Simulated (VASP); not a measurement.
# Ge (Cmm2) in VASP: single point with PBEsol

Aim: the single point of Ge with PBEsol.

Everything below comes from runs of VASP 6.6.1. Logs are shortened: lines on timing, memory, paths and dates and some standing lists are left out, and cuts for length are marked.

**1. The cell of the first run**

Symmetry: Cmm2, No. 35, orthorhombic system. Conventional cell: a = 5.224 Å, b = 5.702 Å, c = 11.873 Å, α = 90.00°, β = 90.00°, γ = 90.00°. Ge (site symmetry mm2) has 8 Ge at 2.66 to 3.02 Å within 3.5 Å. Ge (site symmetry mm2) has 6 Ge at 2.66 to 3.02 Å within 3.5 Å. Ge (site symmetry mm2) has 6 Ge at 2.66 to 2.90 Å within 3.5 Å. Within 3.5 Å of Ge (site symmetry mm2) lie 8 Ge at 2.66 to 3.02 Å. Within 3.4 Å of Ge (site symmetry m) lie 6 Ge at 2.59 to 3.11 Å. Ge (site symmetry m) has 8 Ge at 2.59 to 3.11 Å within 3.4 Å.

**2. Single point, PBEsol (the distance across one plane changed)**

File INCAR:

```
PREC = Accurate
ENCUT = 520
EDIFF = 1E-6
ISMEAR = 0
SIGMA = 0.15
LREAL = F
LASPH = T
NELM = 80
ALGO = Fast
ISIF = 2
LWAVE = F
LCHARG = F
GGA = PS
NBANDS = 66
```

File KPOINTS:

```
regular mesh
0
Gamma
  12 12 5
```

File POSCAR:

```
Ge
1.0
   -2.6120665640     -2.8511133374      0.0000000000
    2.6120665640     -2.8511133374      0.0000000000
    0.0000000000      0.0000000000     11.8733758587
Ge
8
Direct
    0.0000000000      0.0000000000      0.3227828259
    0.5000000000      0.5000000000      0.7385607806
    0.0000000000      0.0000000000      0.6947921403
    0.5000000000      0.5000000000      0.2790141856
    0.2272617333      0.2272617333      0.0930095285
    0.7272617333      0.7272617333      0.5087874831
    0.7727382667      0.7727382667      0.0930095285
    0.2727382667      0.2727382667      0.5087874831
```

Potentials or basis: VASP PAW PBE potentials, release 64 (Ge_d).

Run with:

```bash
$ cat potpaw_PBE.64/Ge_d/POTCAR > POTCAR
$ mpirun -np 1 vasp_std > vasp.out
```

OUTCAR:

```text
PREC = Accurate
   ENCUT = 520
   EDIFF = 1E-6
   ISMEAR = 0
   LREAL = F
   LASPH = T
   NELM = 80
   ISIF = 2
   GGA = PS

 ion  position               nearest neighbor table
   1  0.000  0.000  0.323-   4 2.66   4 2.66   6 2.70   8 2.70   4 2.90   4 2.90
   2  0.500  0.500  0.739-   3 2.66   3 2.66   3 2.90   3 2.90
   3  0.000  0.000  0.695-   2 2.66   2 2.66   6 2.70   8 2.70   2 2.90   2 2.90
   4  0.500  0.500  0.279-   1 2.66   1 2.66   5 2.70   7 2.70   1 2.90   1 2.90
   5  0.227  0.227  0.093-   7 2.59   7 2.62   7 2.62   4 2.70
   6  0.727  0.727  0.509-   8 2.59   8 2.62   8 2.62   3 2.70   1 2.70
   7  0.773  0.773  0.093-   5 2.59   5 2.62   5 2.62   4 2.70
   8  0.273  0.273  0.509-   6 2.59   6 2.62   6 2.62   3 2.70   1 2.70

  LATTYP: Found a base centered orthorhombic cell.
 ALAT       =     5.2241331280
 B/A-ratio  =     1.0915163406
 C/A-ratio  =     2.2727935081

  Lattice vectors:

 A1 = (  -2.6120665640,   2.8511133374,   0.0000000000)
 A2 = (  -2.6120665640,  -2.8511133374,   0.0000000000)
 A3 = (   0.0000000000,   0.0000000000,  11.8733758587)

Analysis of symmetry for initial positions (statically):
=====================================================================
 Subroutine PRICEL returns:
 Original cell was already a primitive cell.

 Routine SETGRP: Setting up the symmetry group for a
 base centered orthorhombic supercell.

 Subroutine GETGRP returns: Found  4 space group operations
 (whereof  4 operations were pure point group operations)
 out of a pool of  8 trial point group operations.

The static configuration has the point symmetry C_2v.

Analysis of symmetry for dynamics (positions and initial velocities):
=====================================================================
 Subroutine PRICEL returns:
 Original cell was already a primitive cell.

 Routine SETGRP: Setting up the symmetry group for a
 base centered orthorhombic supercell.

 Subroutine GETGRP returns: Found  4 space group operations
 (whereof  4 operations were pure point group operations)
 out of a pool of  8 trial point group operations.

The dynamic configuration has the point symmetry C_2v.

 Subroutine INISYM returns: Found  4 space group operations
 (whereof  4 operations are pure point group operations),
 and found     1 'primitive' translations

----------------------------------------------------------------------------------------

                                     Primitive cell

  volume of cell :     176.8491

  direct lattice vectors                    reciprocal lattice vectors
    -2.612066564 -2.851113337  0.000000000    -0.191419318 -0.175370089  0.000000000
     2.612066564 -2.851113337  0.000000000     0.191419318 -0.175370089  0.000000000
     0.000000000  0.000000000 11.873375859     0.000000000  0.000000000  0.084222045

  length of vectors
     3.866747858  3.866747858 11.873375859     0.259607441  0.259607441  0.084222045

  position of ions in fractional coordinates (direct lattice)
     0.000000000  0.000000000  0.322782826
     0.500000000  0.500000000  0.738560781
     0.000000000  0.000000000  0.694792140
     0.500000000  0.500000000  0.279014186
     0.227261733  0.227261733  0.093009528
     0.727261733  0.727261733  0.508787483
     0.772738267  0.772738267  0.093009528
     0.272738267  0.272738267  0.508787483

  ion indices of the primitive-cell ions
   primitive index   ion index
                 1           1
                 2           2
                 3           3
                 4           4
                 5           5
                 6           6
                 7           7
                 8           8

----------------------------------------------------------------------------------------

 KPOINTS: regular mesh

Automatic generation of k-mesh.
 Grid dimensions read from file:
 generate k-points for:   12   12    5

 Generating k-lattice:

  Cartesian coordinates                     Fractional coordinates (reciprocal lattice)
    -0.015951610 -0.014614174  0.000000000     0.083333333  0.000000000  0.000000000
     0.015951610 -0.014614174  0.000000000     0.000000000  0.083333333  0.000000000
     0.000000000  0.000000000  0.016844409     0.000000000  0.000000000  0.200000000

  Length of vectors
     0.021633953  0.021633953  0.016844409

  Shift w.r.t. Gamma in fractional coordinates (k-lattice)
     0.000000000  0.000000000  0.000000000

 Subroutine IBZKPT returns following result:
 ===========================================

 Found    129 irreducible k-points:

 Following reciprocal coordinates:
            Coordinates               Weight
  0.000000  0.000000  0.000000      1.000000
  0.083333 -0.000000  0.000000      4.000000
  0.166667 -0.000000  0.000000      4.000000
  0.250000 -0.000000  0.000000      4.000000
  0.333333 -0.000000  0.000000      4.000000
  0.416667 -0.000000  0.000000      4.000000
[... 16 lines left out ...]
  0.500000  0.166667  0.000000      4.000000
 -0.416667  0.166667  0.000000      4.000000
 [... further k-points ...]
   k-points           NKPTS =    129   k-points in BZ     NKDIM =    129   number of bands    NBANDS=     66
   number of dos      NEDOS =    301   number of ions     NIONS =      8
   total plane-waves  NPLWV =  81000
   dimension x,y,z NGX =    30 NGY =   30 NGZ =   90
   dimension x,y,z NGXF=    60 NGYF=   60 NGZF=  180
   ions per type =               8
   NGX,Y,Z   is equivalent  to a cutoff of  12.90, 12.90, 12.60 a.u.
   NGXF,Y,Z  is equivalent  to a cutoff of  25.80, 25.80, 25.20 a.u.
 SYSTEM =  unknown system
   PREC   = accura    normal or accurate (medium, high low for compatibility)
   ISTART =      0    job   : 0-new  1-cont  2-samecut
   ICHARG =      2    charge: 1-file 2-atom 10-const
   ISPIN  =      1    spin polarized calculation?
   LNONCOLLINEAR =      F non collinear calculations
   LSORBIT =      F    spin-orbit coupling
   LASPH  =      T    aspherical Exc in radial PAW
   ENCUT  =  520.0 eV  38.22 Ry    6.18 a.u.   7.19  7.19 22.08*2*pi/ulx,y,z
   NELM   =     80;   NELMIN=  2; NELMDL= -5     # of ELM steps
   EDIFF  = 0.1E-05   stopping-criterion for ELM
   LREAL  =      F    real-space projection
   EDIFFG = 0.1E-04   stopping-criterion for IOM
   NSW    =      0    number of steps for IOM
   IBRION =     -1    ionic relax: 0-MD 1-quasi-New 2-CG
   NFREE  =      0    steps in history (QN), initial steepest desc. (CG)
   ISIF   =      2    stress and relaxation
   ISYM   =      2    0-nonsym 1-usesym 2-fastsym
   POTIM  = 0.5000    time-step for ionic-motion
   TEBEG  =    0.0;   TEEND  =   0.0 temperature during run
   PSTRESS=    0.0 pullay stress
   NELECT =     112.0000    total number of electrons
   NUPDOWN=      -1.0000    fix difference up-down
   EMIN   =  10.00;   EMAX   =-10.00  energy-range for DOS
   EFERMI =   0.00;   METHOD = LEGACY
   ISMEAR =     0;   SIGMA  =   0.15  broadening in eV -4-tet -1-fermi 0-gaus
   EFERMI_NEDOS =   21; number of points for ismear=-14 and -15
   IALGO  =     68    algorithm
   IMIX   =      4    mixing-type and parameters
     AMIX     =   0.40;   BMIX     =  1.00
     AMIX_MAG =   1.60;   BMIX_MAG =  1.00
  volume/ion in A,a.u.               =      22.11       149.18
  Fermi-wavevector in a.u.,A,eV,Ry     =   1.405874  2.656717 26.891682  1.976483
  Thomas-Fermi vector in A             =   2.528292
   LORBIT       =      0    0 simple, 1 ext, 2 COOP (PROOUT), +10 PAW based schemes
   GGA     = PS    functional components
   LHFCALC =     F    Hartree Fock is set to
   AEXX    =    0.0000 exact exchange contribution
   IVDW    =     0    specifies the selected vdW correction
   LEPSILON=     F    determine dielectric tensor
   LRPA    =     F    only Hartree local field effects (RPA)
 non-spin polarized calculation
 RMM-DIIS sequential band-by-band and
 Gauss-broadening in eV      SIGMA  =   0.15
  energy-cutoff  :      520.00
  volume of cell :      176.85
 maximum number of plane-waves:      4781
 NGX is ok and might be reduce to    30
   NGX = 15   NGY = 15   NGZ = 45

 number of electron     111.9999991 magnetization

 Free energy of the ion-electron system (eV)
  ---------------------------------------------------
  ext. energy  EPLUGINS =         0.00000000
  ---------------------------------------------------
  free energy    TOTEN  =       -36.98247058 eV

  energy without entropy =      -36.94073478  energy(sigma->0) =      -36.96160268

 E-fermi :   4.8846     XC(G=0): -10.3279

 val. band max:        4.8817265149   @ k =   0.2500   0.2500   0.2000
 cond. band min:       4.8905145080   @ k =   0.5000   0.5000   0.4000
 fundamental gap:      0.0087879931
 Fermi energy:         4.8846336433

 k-point     1 :       0.0000    0.0000    0.0000
  band No.  band energies     occupation
      1     -19.8161      2.00000
      2     -19.7852      2.00000
      3     -19.7575      2.00000
      4     -19.7519      2.00000
      5     -19.7396      2.00000
      6     -19.7278      2.00000
[... 58 lines left out ...]
     65       9.5359      0.00000
     66      10.0340      0.00000

 k-point     2 :       0.0833   -0.0000    0.0000
  band No.  band energies     occupation
      1     -19.8118      2.00000
      2     -19.7823      2.00000
      3     -19.7547      2.00000
      4     -19.7484      2.00000
      5     -19.7423      2.00000
      6     -19.7262      2.00000
[... 58 lines left out ...]
     65       9.7093      0.00000
     66      10.2292      0.00000

 k-point     3 :       0.1667   -0.0000    0.0000
  band No.  band energies     occupation
      1     -19.7994      2.00000
      2     -19.7740      2.00000
      3     -19.7477      2.00000
      4     -19.7468      2.00000
      5     -19.7377      2.00000
      6     -19.7235      2.00000
[... 1438 lines left out ...]
     65       8.9926      0.00000
     66       9.9844      0.00000

 k-point    24 :      -0.4167    0.1667    0.0000
  band No.  band energies     occupation
      1     -19.7597      2.00000
      2     -19.7440      2.00000
      3     -19.7356      2.00000
      4     -19.7182      2.00000
      5     -19.7100      2.00000
      6     -19.7064      2.00000
[... 58 lines left out ...]
     65       9.0529      0.00000
     66       9.4412      0.00000

 [... further k-points ...]

------------------------ aborting loop because EDIFF is reached ----------------------------------------

  FORCE on cell =-STRESS in cart. coord.  units (eV):
  Direction    XX          YY          ZZ          XY          YZ          ZX
  --------------------------------------------------------------------------------------
  -------------------------------------------------------------------------------------
  Total       -0.8624457     -3.2135456     -2.5643931      0.0000000      0.0000000      0.0000000
  in kB       -7.8133885    -29.1133458    -23.2323027      0.0000000      0.0000000      0.0000000
  external PRESSURE =     -20.0530124 kB  Pullay stress =       0.0000000 kB

 VOLUME and BASIS-vectors are now :
 -----------------------------------------------------------------------------
  energy-cutoff  :      520.00
  volume of cell :      176.85
      direct lattice vectors                 reciprocal lattice vectors
    -2.612066564 -2.851113337  0.000000000    -0.191419318 -0.175370089  0.000000000
     2.612066564 -2.851113337  0.000000000     0.191419318 -0.175370089  0.000000000
     0.000000000  0.000000000 11.873375859     0.000000000  0.000000000  0.084222045

 POSITION                                       TOTAL-FORCE (eV/Angst)
 -----------------------------------------------------------------------------------
      0.00000      0.00000      3.83252         0.000000      0.000000     -0.604190
      0.00000     -2.85111      8.76921         0.000000      0.000000     -0.289264
      0.00000      0.00000      8.24953         0.000000      0.000000      0.140241
      0.00000     -2.85111      3.31284         0.000000      0.000000     -0.156867
      0.00000     -1.29590      1.10434         0.000000      0.046473      0.132953
      0.00000     -4.14701      6.04103         0.000000      0.134183      0.322087
      0.00000     -4.40633      1.10434         0.000000     -0.046473      0.132953
      0.00000     -1.55522      6.04103         0.000000     -0.134183      0.322087
 -----------------------------------------------------------------------------------
    total drift:                                0.000000      0.000000      0.001025

  FREE ENERGIE OF THE ION-ELECTRON SYSTEM (eV)
  ---------------------------------------------------
  free  energy   TOTEN  =       -36.9824705844 eV

  energy  without entropy=      -36.9407347846  energy(sigma->0) =      -36.96160268
```

It took 32 min on 1 thread of Oxide Virtual Turin-like, shared host; peak memory 0.92 GiB.

What came out:

```yaml
Free_energy: -36.9825 eV
Pressure: -2.0 GPa
Largest_force: 0.604 eV/Å
Band_gap_on_the_k_mesh: zero (bands 56 and 57 overlap by 2.76 eV)
```

Forces in eV/Å, atoms in the order of the input:
```
Ge   0.000  0.000 -0.604
Ge   0.000  0.000 -0.289
Ge   0.000  0.000  0.140
Ge   0.000  0.000 -0.157
Ge   0.000  0.046  0.133
Ge   0.000  0.134  0.322
Ge   0.000 -0.046  0.133
Ge   0.000 -0.134  0.322
```

Stress tensor (GPa, compression positive):
```
-0.78  0.00  0.00
 0.00 -2.91  0.00
 0.00  0.00 -2.32
```

Caveat: the cell differs from its parent crystal (the distance across one plane changed); the PAW data sets were made with another functional, which shifts forces and pressure a little.
